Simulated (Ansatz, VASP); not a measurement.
Two plane-wave programs on PtSe2

```xyz
3
Lattice="3.9474 0.0000 0.0000 -1.9737 3.4186 0.0000 0.0000 0.0000 5.0620" Properties=species:S:1:pos:R:3 pbc="T T T"
Pt    0.0000    0.0000    0.0000
Se    0.0000    2.2791    1.2655
Se    1.9737    1.1395    3.7965
```

Change from the starting cell: strain +0.0600 x Voigt [1, 1, 0, 0, 0, 0], atoms carried along.

Alike in both runs: task single point; functional PBEsol; dispersion D3(BJ); k mesh 12 × 12 × 10; occupations gaussian, width 0.15 eV; no spin polarisation.

```csv
,VASP,Ansatz
version,VASP 6.6.1,Ansatz 0.2.0
potentials or method,"VASP PAW PBE potentials, release 64 (Pt, Se), cutoff 520 eV","scalar-relativistic, plane waves, PAW"
valence electrons in the cell,22,50
```

Ansatz gave:

```
gap on the k mesh at the Fermi level (eV)                     : none
pressure (GPa)                                                : -13.9
traceless stress, the component that is largest in VASP (GPa) : 4.04
rms of the force components (eV/Å)                            : 0.342
```

Question: What did VASP give for the same quantities?

Answer: gap on the k mesh at the Fermi level (eV): none; pressure (GPa): -13.9; traceless stress, the component that is largest in VASP (GPa): 4.02; rms of the force components (eV/Å): 0.340.

VASP's potentials were made for PBE, not for PBEsol. Atom by atom the forces differ by 0.003 eV/Å (rms over components). A gap of «none» marks a metal or a gap that the smearing closes. VASP's potentials hold 22 valence electrons a cell and Ansatz's 50, so a difference there can come from the potentials and not from the codes.

Spin-orbit coupling is off throughout.
